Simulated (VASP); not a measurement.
# KBr (zincblende type) (F-43m) in VASP: a series of runs, part 2 of 2

VASP 6.6.1.

**5. Single point, PBE (volume scaled by 1.025)**

INCAR reads:

```
PREC = Accurate ; ENCUT = 520
EDIFF = 1E-7 ; ISMEAR = -1
SIGMA = 0.08 ; LREAL = False
LASPH = True ; NELM = 60
ALGO = Normal ; ISIF = 2
LWAVE = False ; LCHARG = False
GGA = PE ; NBANDS = 15
```

KPOINTS reads:

```
Automatic mesh
0
Gamma
  11 11 11
```

POSCAR reads:

```
KBr
1.0
    0.0000000000      3.7453945821      3.7453945821
    3.7453945821      0.0000000000      3.7453945821
    3.7453945821      3.7453945821      0.0000000000
K Br
1 1
Direct
    0.0000000000      0.0000000000      0.0000000000
    0.2500000000      0.2500000000      0.2500000000
```

Potentials or basis: VASP PAW PBE potentials, release 64 (K_sv, Br).

The run is started by

```console
> cat potpaw_PBE.64/K_sv/POTCAR potpaw_PBE.64/Br/POTCAR > POTCAR
> mpirun -np 1 vasp_std > vasp.out
```

OUTCAR:

```text
PREC = Accurate
   ENCUT = 520
   EDIFF = 1E-7
   ISMEAR = -1
   LREAL = False
   LASPH = True
   NELM = 60
   ISIF = 2
   GGA = PE

 ion  position               nearest neighbor table
   1  0.000  0.000  0.000-   2 3.24   2 3.24   2 3.24   2 3.24
   2  0.250  0.250  0.250-   1 3.24   1 3.24   1 3.24   1 3.24

  LATTYP: Found a face centered cubic cell.
 ALAT       =     7.4907891642

  Lattice vectors:

 A1 = (   0.0000000000,   3.7453945821,   3.7453945821)
 A2 = (   3.7453945821,   0.0000000000,   3.7453945821)
 A3 = (   3.7453945821,   3.7453945821,   0.0000000000)

Analysis of symmetry for initial positions (statically):
=====================================================================
 Subroutine PRICEL returns:
 Original cell was already a primitive cell.

 Routine SETGRP: Setting up the symmetry group for a
 face centered cubic supercell.

 Subroutine GETGRP returns: Found 24 space group operations
 (whereof 24 operations were pure point group operations)
 out of a pool of 48 trial point group operations.

The static configuration has the point symmetry T_d .

Analysis of symmetry for dynamics (positions and initial velocities):
=====================================================================
 Subroutine PRICEL returns:
 Original cell was already a primitive cell.

 Routine SETGRP: Setting up the symmetry group for a
 face centered cubic supercell.

 Subroutine GETGRP returns: Found 24 space group operations
 (whereof 24 operations were pure point group operations)
 out of a pool of 48 trial point group operations.

The dynamic configuration has the point symmetry T_d .

 Subroutine INISYM returns: Found 24 space group operations
 (whereof 24 operations are pure point group operations),
 and found     1 'primitive' translations

----------------------------------------------------------------------------------------
[... 115 lines left out ...]
  Fermi-wavevector in a.u.,A,eV,Ry     =   0.874193  1.651985 10.397751  0.764213
  Thomas-Fermi vector in A             =   1.993689
   LORBIT       =      0    0 simple, 1 ext, 2 COOP (PROOUT), +10 PAW based schemes
   GGA     = PE    functional components
   LHFCALC =     F    Hartree Fock is set to
   AEXX    =    0.0000 exact exchange contribution
   IVDW    =     0    specifies the selected vdW correction
   LEPSILON=     F    determine dielectric tensor
   LRPA    =     F    only Hartree local field effects (RPA)
 non-spin polarized calculation
  energy-cutoff  :      520.00
  volume of cell :      105.08
 maximum number of plane-waves:      2850
   NGX = 19   NGY = 19   NGZ = 19

 number of electron      16.0000003 magnetization

 Free energy of the ion-electron system (eV)
  ---------------------------------------------------
  ext. energy  EPLUGINS =         0.00000000
  ---------------------------------------------------
  free energy    TOTEN  =        -6.03673232 eV

  energy without entropy =       -6.03673232  energy(sigma->0) =       -6.03673232

 E-fermi :  -1.2857     XC(G=0):  -5.7963

 val. band max:       -3.2283999889   @ k =  -0.2727   0.1818   0.0000
 cond. band min:       0.9717809322   @ k =   0.0000   0.0000   0.0000
 fundamental gap:      4.2001809211
 Fermi energy:        -1.2856724543

 k-point     1 :       0.0000    0.0000    0.0000
  band No.  band energies     occupation
      1     -31.1435      2.00000
      2     -15.0873      2.00000
      3     -14.6343      2.00000
      4     -14.6343      2.00000
      5     -14.6343      2.00000
      6      -3.2391      2.00000
      7      -3.2391      2.00000
      8      -3.2391      2.00000
      9       0.9718      0.00000
     10       5.3042      0.00000
     11       5.3042      0.00000
     12       6.2327      0.00000
     13       6.2327      0.00000
     14       6.2327      0.00000
[... 401 lines left out ...]
      2     -15.2280      2.00000
      3     -14.6426      2.00000
      4     -14.6371      2.00000
      5     -14.4752      2.00000
      6      -3.4587      2.00000
      7      -3.2790      2.00000
      8      -3.2288      2.00000
      9       2.1197      0.00000
     10       4.6870      0.00000
     11       4.7143      0.00000
     12       5.1911      0.00000
     13       6.3774      0.00000
     14       6.6226      0.00000
     15       6.7154      0.00000

 [... further k-points ...]
[... 5 lines left out ...]
  --------------------------------------------------------------------------------------
  -------------------------------------------------------------------------------------
  Total       -0.1009980     -0.1009980     -0.1009980     -0.0000000     -0.0000000      0.0000000
  in kB       -1.5399290     -1.5399290     -1.5399290     -0.0000000     -0.0000000      0.0000000
  external PRESSURE =      -1.5399290 kB  Pullay stress =       0.0000000 kB

 VOLUME and BASIS-vectors are now :
 -----------------------------------------------------------------------------
  energy-cutoff  :      520.00
  volume of cell :      105.08
      direct lattice vectors                 reciprocal lattice vectors
     0.000000000  3.745394582  3.745394582    -0.133497283  0.133497283  0.133497283
     3.745394582  0.000000000  3.745394582     0.133497283 -0.133497283  0.133497283
     3.745394582  3.745394582  0.000000000     0.133497283  0.133497283 -0.133497283

 POSITION                                       TOTAL-FORCE (eV/Angst)
 -----------------------------------------------------------------------------------
      0.00000      0.00000      0.00000         0.000000     -0.000000     -0.000000
      1.87270      1.87270      1.87270        -0.000000      0.000000      0.000000
 -----------------------------------------------------------------------------------
    total drift:                               -0.000000     -0.000000     -0.000000

  FREE ENERGIE OF THE ION-ELECTRON SYSTEM (eV)
  ---------------------------------------------------
  free  energy   TOTEN  =        -6.0367323210 eV

  energy  without entropy=       -6.0367323209  energy(sigma->0) =       -6.03673232
```

stdout:

```text
POSCAR found type information on POSCAR K Br
 POSCAR found :  2 types and       2 ions
 scaLAPACK will be used
 LDA part: xc-table for (Slater+PW92), standard interpolation
 POSCAR, INCAR and KPOINTS ok, starting setup
 FFT: planning ... GRIDC
 FFT: planning ... GRID_SOFT
 FFT: planning ... GRID
 WAVECAR not read
 entering main loop
```

Wall time 34 s (1 thread of Intel Xeon 6975P-C (Granite Rapids), shared host); peak memory 0.28 GiB.

Results:

```yaml
Free_energy: -6.0367 eV
Pressure: -0.2 GPa
Band_gap_on_the_k_mesh: 4.20 eV, indirect (least direct gap 4.21 eV)
```

Levels at points of the mesh, in eV from the valence-band top:
```csv
k point,band 4,band 5,band 6,band 7,band 8,band 9,band 10,band 11,band 12,band 13
"(0.00, 0.00, 0.00)",-11.41,-11.41,-0.01,-0.01,-0.01,4.20,8.53,8.53,9.46,9.46
```

**6. Overview**

```csv
cell,gap on the mesh (eV),pressure (GPa)
"a = 5.164 Å, angles 60.0°, 2 atoms",4.33,0.6
"a = 5.209 Å, angles 60.0°, 2 atoms",4.29,0.3
"a = 5.253 Å, angles 60.0°, 2 atoms",4.24,0.1
"a = 5.297 Å, angles 60.0°, 2 atoms",4.20,-0.2
```

Alike in all rows: task single point; level PBE; potentials or basis VASP PAW PBE potentials, release 64 (K_sv, Br); no spin polarisation; k mesh 11 × 11 × 11; cutoff (eV) 520; smearing fermi-dirac 0.08 eV.

Total energies depend on the potentials used, so only differences within one code and one set of settings carry meaning.
